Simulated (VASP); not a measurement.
# BAs (F-43m) in VASP: a series of runs, part 2 of 2

VASP 6.6.1. The steps go on from the part before.

## (4) Density of states, PBE

This run uses another cell than the first one, of 13.90 Å³/atom, 0.976 times its volume.

Input file POSCAR:

```
BAs
1.0
    0.0000000000      2.4044111670      2.4044111670
    2.4044111670      0.0000000000      2.4044111670
    2.4044111670      2.4044111670      0.0000000000
B As
1 1
Direct
    0.0000000000      0.0000000000      0.0000000000
    0.2500000000      0.2500000000      0.2500000000
```

Input file INCAR.step1:

```
SYSTEM = BAs
  PREC = Accurate
  ENCUT = 520
  EDIFF = 1E-6
  ISMEAR = 0
  SIGMA = 0.02
  LREAL = .FALSE.
  LASPH = .TRUE.
  NELM = 80
  ALGO = Normal
  ISIF = 2
  LWAVE = .FALSE.
  LCHARG = .TRUE.
  GGA = PE
  NBANDS = 11
```

Input file KPOINTS.step1:

```
regular mesh
0
G
  10 10 10
  0 0 0
```

Input file INCAR.step2:

```
SYSTEM = BAs
  PREC = Accurate
  ENCUT = 520
  EDIFF = 1E-6
  ISMEAR = -5
  SIGMA = 0.02
  LREAL = .FALSE.
  LASPH = .TRUE.
  NELM = 80
  ALGO = Normal
  ISIF = 2
  LWAVE = .FALSE.
  LCHARG = .FALSE.
  GGA = PE
  LORBIT = 11
  NBANDS = 11
  NEDOS = 1001
  ICHARG = 11
```

Input file KPOINTS.step2:

```
regular mesh
0
G
  15 15 15
  0 0 0
```

Potentials or basis: VASP PAW PBE potentials, release 64 (B, As).

Run with:

```bash
$ cat potpaw_PBE.64/B/POTCAR potpaw_PBE.64/As/POTCAR > POTCAR
$ cp INCAR.step1 INCAR
$ cp KPOINTS.step1 KPOINTS
$ mpirun -np 1 vasp_std > vasp.out
$ cp INCAR.step2 INCAR
$ cp KPOINTS.step2 KPOINTS
$ mpirun -np 1 vasp_std > vasp.out
```

OUTCAR:

```text
SYSTEM = BAs
   PREC = Accurate
   ENCUT = 520
   EDIFF = 1E-6
   ISMEAR = -5
   LREAL = .FALSE.
   LASPH = .TRUE.
   NELM = 80
   ISIF = 2
   GGA = PE
   LORBIT = 11
   ICHARG = 11

 ion  position               nearest neighbor table
   1  0.000  0.000  0.000-   2 2.08   2 2.08   2 2.08   2 2.08
   2  0.250  0.250  0.250-   1 2.08   1 2.08   1 2.08   1 2.08

  LATTYP: Found a face centered cubic cell.
 ALAT       =     4.8088223340

  Lattice vectors:

 A1 = (   0.0000000000,   2.4044111670,   2.4044111670)
 A2 = (   2.4044111670,   0.0000000000,   2.4044111670)
 A3 = (   2.4044111670,   2.4044111670,   0.0000000000)

Analysis of symmetry for initial positions (statically):
=====================================================================
 Subroutine PRICEL returns:
 Original cell was already a primitive cell.

 Routine SETGRP: Setting up the symmetry group for a
 face centered cubic supercell.

 Subroutine GETGRP returns: Found 24 space group operations
 (whereof 24 operations were pure point group operations)
 out of a pool of 48 trial point group operations.

The static configuration has the point symmetry T_d .

Analysis of symmetry for dynamics (positions and initial velocities):
[... 178 lines left out ...]
      9      15.3955      0.00000
     10      18.7784      0.00000
     11      18.7784      0.00000
[... 309 lines left out ...]
 k-point    24 :       0.2000    0.1333    0.0000
  band No.  band energies     occupation
      1      -8.6723      2.00000
      2       3.1013      2.00000
      3       4.2528      2.00000
      4       4.4505      2.00000
      5       8.4065      0.00000
      6      10.8906      0.00000
      7      11.4234      0.00000
      8      11.9305      0.00000
      9      15.6448      0.00000
     10      17.6250      0.00000
     11      19.0250      0.00000

 [... further k-points ...]
[... 5 lines left out ...]
  --------------------------------------------------------------------------------------
  -------------------------------------------------------------------------------------
  Total        0.1084929      0.1084929      0.1084929     -0.0000000      0.0000000     -0.0000000
  in kB        6.2525263      6.2525263      6.2525263     -0.0000000      0.0000000     -0.0000000
  external PRESSURE =       6.2525263 kB  Pullay stress =       0.0000000 kB

 VOLUME and BASIS-vectors are now :
 -----------------------------------------------------------------------------
  energy-cutoff  :      520.00
  volume of cell :       27.80
      direct lattice vectors                 reciprocal lattice vectors
     0.000000000  2.404411167  2.404411167    -0.207951122  0.207951122  0.207951122
     2.404411167  0.000000000  2.404411167     0.207951122 -0.207951122  0.207951122
     2.404411167  2.404411167  0.000000000     0.207951122  0.207951122 -0.207951122

 POSITION                                       TOTAL-FORCE (eV/Angst)
 -----------------------------------------------------------------------------------
      0.00000      0.00000      0.00000        -0.000000     -0.000000      0.000000
      1.20221      1.20221      1.20221         0.000000      0.000000     -0.000000
 -----------------------------------------------------------------------------------
    total drift:                               -0.000000     -0.000000     -0.000000

  FREE ENERGIE OF THE ION-ELECTRON SYSTEM (eV)
  ---------------------------------------------------
  free  energy   TOTEN  =       -11.4120665826 eV

  energy  without entropy=      -11.4120665826  energy(sigma->0) =      -11.41206658

 total charge

# of ion       s       p       d       tot
------------------------------------------
    1        0.657   1.158   0.000   1.816
    2        1.173   1.646   0.085   2.904
--------------------------------------------------
tot          1.831   2.804   0.085   4.719
```

OSZICAR.step1:

```text
N       E                     dE             d eps       ncg     rms          rms(c)
DAV:   1     0.121967623075E+02    0.12197E+02   -0.38047E+03  1034   0.642E+02
DAV:   2    -0.113320515465E+02   -0.23529E+02   -0.22746E+02  1392   0.105E+02
DAV:   3    -0.120128082028E+02   -0.68076E+00   -0.67941E+00  1293   0.167E+01
DAV:   4    -0.120146916880E+02   -0.18835E-02   -0.18833E-02  1154   0.977E-01
DAV:   5    -0.120146947890E+02   -0.31010E-05   -0.31010E-05  1251   0.425E-02    0.479E+00
DAV:   6    -0.114742355648E+02    0.54046E+00   -0.15237E+00  1094   0.496E+00    0.233E+00
DAV:   7    -0.114194366620E+02    0.54799E-01   -0.17867E-01  1205   0.208E+00    0.968E-01
DAV:   8    -0.114129310576E+02    0.65056E-02   -0.19773E-02  1169   0.795E-01    0.962E-02
DAV:   9    -0.114132323122E+02   -0.30125E-03   -0.77495E-04  1172   0.159E-01    0.565E-02
DAV:  10    -0.114133894320E+02   -0.15712E-03   -0.19313E-04  1081   0.845E-02    0.120E-02
DAV:  11    -0.114133955378E+02   -0.61057E-05   -0.55905E-06  1275   0.158E-02    0.101E-02
DAV:  12    -0.114133957604E+02   -0.22260E-06   -0.27895E-06  1097   0.910E-03
   1 F= -.11413396E+02 E0= -.11413396E+02  d E =-.423829E-22
```

Wall time 14 s (1 thread of Intel Xeon 6975P-C (Granite Rapids), shared host); peak memory 0.17 GiB.

Results:

```yaml
Valence_electrons_inside_the_program's_atomic_spheres: B 1.82; As 2.90
```

## (5) Vibrations by perturbation theory, PBE

This run uses another cell than the first one, of 11.36 Å³/atom, 0.798 times its volume.

Input file INCAR:

```
PREC = Accurate ; ENCUT = 520
EDIFF = 1E-8 ; ISMEAR = 0
SIGMA = 0.01 ; LREAL = F
LASPH = T ; NELM = 100
ALGO = Normal ; ISIF = 2
LWAVE = F ; LCHARG = F
GGA = PE ; NBANDS = 11
IBRION = 8 ; NSW = 1
LEPSILON = T
```

Input file KPOINTS:

```
Automatic mesh
0
Gamma
  10 10 10
```

Input file POSCAR:

```
BAs
1.0
    0.0000000000      2.2479702183      2.2479702183
    2.2479702183      0.0000000000      2.2479702183
    2.2479702183      2.2479702183      0.0000000000
B As
1 1
Direct
    0.0000000000      0.0000000000      0.0000000000
    0.7500000000      0.7500000000      0.7500000000
```

Potentials or basis: VASP PAW PBE potentials, release 64 (B, As).

Run with:

```bash
$ cat potpaw_PBE.64/B/POTCAR potpaw_PBE.64/As/POTCAR > POTCAR
$ mpirun -np 1 vasp_std > vasp.out
```

OUTCAR:

```text
PREC = Accurate
   ENCUT = 520
   EDIFF = 1E-8
   ISMEAR = 0
   LREAL = F
   LASPH = T
   NELM = 100
   ISIF = 2
   GGA = PE
   IBRION = 8
   NSW = 1
   LEPSILON = T

 ion  position               nearest neighbor table
   1  0.000  0.000  0.000-   2 1.95   2 1.95   2 1.95   2 1.95
   2  0.750  0.750  0.750-   1 1.95   1 1.95   1 1.95   1 1.95

  LATTYP: Found a face centered cubic cell.
 ALAT       =     4.4959404366

  Lattice vectors:

 A1 = (   0.0000000000,   2.2479702183,   2.2479702183)
 A2 = (   2.2479702183,   0.0000000000,   2.2479702183)
 A3 = (   2.2479702183,   2.2479702183,   0.0000000000)

Analysis of symmetry for initial positions (statically):
=====================================================================
 Subroutine PRICEL returns:
 Original cell was already a primitive cell.

 Routine SETGRP: Setting up the symmetry group for a
 face centered cubic supercell.

 Subroutine GETGRP returns: Found 24 space group operations
 (whereof 24 operations were pure point group operations)
 out of a pool of 48 trial point group operations.

The static configuration has the point symmetry T_d .

Analysis of symmetry for dynamics (positions and initial velocities):
=====================================================================
 Subroutine PRICEL returns:
 Original cell was already a primitive cell.

 Routine SETGRP: Setting up the symmetry group for a
 face centered cubic supercell.

 Subroutine GETGRP returns: Found 24 space group operations
 (whereof 24 operations were pure point group operations)
 out of a pool of 48 trial point group operations.

The dynamic configuration has the point symmetry T_d .

 Subroutine INISYM returns: Found 24 space group operations
 (whereof 24 operations are pure point group operations),
 and found     1 'primitive' translations

----------------------------------------------------------------------------------------

                                     Primitive cell

  volume of cell :      22.7197

  direct lattice vectors                    reciprocal lattice vectors
     0.000000000  2.247970218  2.247970218    -0.222422876  0.222422876  0.222422876
     2.247970218  0.000000000  2.247970218     0.222422876 -0.222422876  0.222422876
     2.247970218  2.247970218  0.000000000     0.222422876  0.222422876 -0.222422876

  length of vectors
     3.179109971  3.179109971  3.179109971     0.385247721  0.385247721  0.385247721

  position of ions in fractional coordinates (direct lattice)
     0.000000000  0.000000000  0.000000000
     0.750000000  0.750000000  0.750000000

  ion indices of the primitive-cell ions
[... 523 lines left out ...]
 -----------------------------------------------------------------------------
    -0.00038 -0.35139  0.00000
    -0.35139 -0.00038  0.00000
     0.00000  0.00000  0.00016

--------------------------------------- Ionic step        4  -------------------------------------------

------------------------ aborting loop because EDIFF is reached ----------------------------------------

[... ionic steps 5 to 6 ...]

--------------------------------------- Ionic step        7  -------------------------------------------

 Free energy of the ion-electron system (eV)
  ---------------------------------------------------
  ---------------------------------------------------
  free energy    TOTEN  =        -0.03551197 eV

  energy without entropy =       -0.03551197

------------------------ aborting loop because EDIFF is reached ----------------------------------------

 INTERNAL STRAIN TENSOR  FOR ION    2  DIRECTION 1   (eV/Angst):
 -----------------------------------------------------------------------------
    -0.01004  0.00000  0.00000
     0.00000  0.00730 16.49091
     0.00000 16.49091  0.00730

 MACROSCOPIC STATIC DIELECTRIC TENSOR (including local field effects in DFT)
 ------------------------------------------------------
           9.338164     0.000000    -0.000000
           0.000000     9.338164    -0.000000
           0.000000     0.000000     9.338164
 ------------------------------------------------------

 PIEZOELECTRIC TENSOR (including local field effects)  for field in x, y, z        (e  Angst)
          XX          YY          ZZ          XY          YZ          ZX
  --------------------------------------------------------------------------------
  x    -0.00000    -0.00000    -0.00000     0.00000    -0.49373     0.00000
  y     0.00000    -0.00000     0.00000     0.00000     0.00000    -0.49373
  z    -0.00000     0.00000     0.00000    -0.49373     0.00000     0.00000

 PIEZOELECTRIC TENSOR (including local field effects)  for field in x, y, z        (C/m^2)
          XX          YY          ZZ          XY          YZ          ZX
  --------------------------------------------------------------------------------
  x    -0.00000    -0.00000    -0.00000     0.00000    -0.34818     0.00000
  y     0.00000    -0.00000     0.00000     0.00000     0.00000    -0.34818
  z    -0.00000     0.00000     0.00000    -0.34818     0.00000     0.00000

 BORN EFFECTIVE CHARGES (including local field effects) (in |e|, cummulative output)
 ---------------------------------------------------------------------------------
 ion    1
    1    -1.06841     0.00000     0.00000
    2     0.00000    -1.06841     0.00000
    3     0.00000     0.00000    -1.06841
 ion    2
    1     1.06841     0.00000     0.00000
    2     0.00000     1.06841     0.00000
    3     0.00000     0.00000     1.06841

 INTERNAL STRAIN TENSOR FOR ION    2 for displacements in x,y,z  (eV/Angst):
          X           Y           Z          XY          YZ          ZX
  --------------------------------------------------------------------------------
  x    -0.00000     0.00000     0.00000     0.00000    16.49091     0.00000
  y     0.00000     0.00000     0.00000     0.00000     0.00000    16.49091
  z     0.00000     0.00000    -0.00000    16.49091     0.00000     0.00000

 SECOND DERIVATIVES (NOT SYMMETRIZED)
 ------------------------------------
               1X          1Y          1Z          2X          2Y          2Z
  1X   -24.122737    0.000000    0.000000   24.122737    0.000000    0.000000
  1Y     0.000000  -24.122737    0.000000    0.000000   24.122737    0.000000
  1Z     0.000000    0.000000  -24.122737    0.000000    0.000000   24.122737
  2X    24.120824    0.000000    0.000000  -24.120824    0.000000    0.000000
  2Y     0.000000   24.120824    0.000000    0.000000  -24.120824    0.000000
  2Z     0.000000    0.000000   24.120824    0.000000    0.000000  -24.120824

 Eigenvectors and eigenvalues of the dynamical matrix
 ----------------------------------------------------

   1 f  =   24.980334 THz   156.956068 2PiTHz  833.254254 cm-1   103.310314 meV
             X         Y         Z           dx          dy          dz
      0.000000  0.000000  0.000000     0.000000    0.934830    0.000000
      3.371955  3.371955  3.371955     0.000000   -0.355094    0.000000
[... 21 lines left out ...]
   6 f/i=    0.000329 THz     0.002066 2PiTHz    0.010970 cm-1     0.001360 meV
             X         Y         Z           dx          dy          dz
      0.000000  0.000000  0.000000     0.000000   -0.355094    0.000000
      3.371955  3.371955  3.371955     0.000000   -0.934830    0.000000

--------------------------------------------------------------------------------------------------------

 MACROSCOPIC STATIC DIELECTRIC TENSOR IONIC CONTRIBUTION
 ------------------------------------------------------
           0.376901     0.000000     0.000000
           0.000000     0.376901    -0.000000
           0.000000    -0.000000     0.376901
 ------------------------------------------------------

 ELASTIC MODULI CONTR FROM IONIC RELAXATION (kBar)
 Direction    XX          YY          ZZ          XY          YZ          ZX
 --------------------------------------------------------------------------------
 XX          -0.0000     -0.0000     -0.0000      0.0000      0.0000      0.0000
 YY          -0.0000     -0.0000     -0.0000      0.0000      0.0000     -0.0000
 ZZ          -0.0000     -0.0000     -0.0000      0.0000      0.0000     -0.0000
 XY           0.0000      0.0000      0.0000   -816.8502     -0.0000      0.0000
 YZ           0.0000      0.0000      0.0000     -0.0000   -816.8502     -0.0000
 ZX          -0.0000     -0.0000     -0.0000      0.0000     -0.0000   -816.8502
 --------------------------------------------------------------------------------

 PIEZOELECTRIC TENSOR IONIC CONTR  for field in x, y, z        (C/m^2)
          XX          YY          ZZ          XY          YZ          ZX
  --------------------------------------------------------------------------------
  x    -0.00000    -0.00000    -0.00000     0.00000     0.52210     0.00000
  y     0.00000     0.00000     0.00000    -0.00000     0.00000     0.52210
  z    -0.00000    -0.00000    -0.00000     0.52210     0.00000    -0.00000
```

stdout:

```text
POSCAR found type information on POSCAR B As
 POSCAR found :  2 types and       2 ions
 scaLAPACK will be used
 LDA part: xc-table for (Slater+PW92), standard interpolation
 POSCAR, INCAR and KPOINTS ok, starting setup
 FFT: planning ... GRIDC
 FFT: planning ... GRID_SOFT
 FFT: planning ... GRID
 WAVECAR not read
 entering main loop
[... 24 lines left out ...]
 dielectric tensor                  component  3 :     1.621     2.071     9.338
 Linear response DOF=           2
 Linear response progress:
 first order change of Fermi-energy   0.26024E-04
 force on displaced ion       1 direction 1 : -24.123   0.000   0.000
 Born effective charge ion    1 direction 1 :  -1.081   0.000   0.000
 Linear response progress:
 first order change of Fermi-energy   0.15339E-03
 force on displaced ion       2 direction 1 : -24.121   0.000   0.000
 Born effective charge ion    2 direction 1 :   1.060   0.000   0.000
 Born effective charges drift removed
 Linear response finished
```

Run time: 94 s. Hardware: 1 thread of Intel Xeon 6975P-C (Granite Rapids), shared host; peak memory 0.23 GiB.

Results:

| Property | Result |
| --- | --- |
| Electronic dielectric tensor (diagonal) | 9.34 |
| Born charges (mean of the diagonal) | B -1.07; As +1.07 e |
| Highest phonon frequency at Γ, LO-TO splitting left out | 833 cm⁻¹ |

Phonon frequencies in cm⁻¹ (negative: imaginary):
```
              q point        frequencies
(0.000, 0.000, 0.000)  0 0 0 833 833 833
```

Electronic dielectric tensor:
```
9.34 0.00 0.00
0.00 9.34 0.00
0.00 0.00 9.34
```

Born effective charge tensors (e):
atom 1, B
```
-1.07  0.00  0.00
 0.00 -1.07  0.00
 0.00  0.00 -1.07
```
atom 2, As
```
1.07 0.00 0.00
0.00 1.07 0.00
0.00 0.00 1.07
```

Caveat: the cell wasn't relaxed at this level first, which shifts response properties.
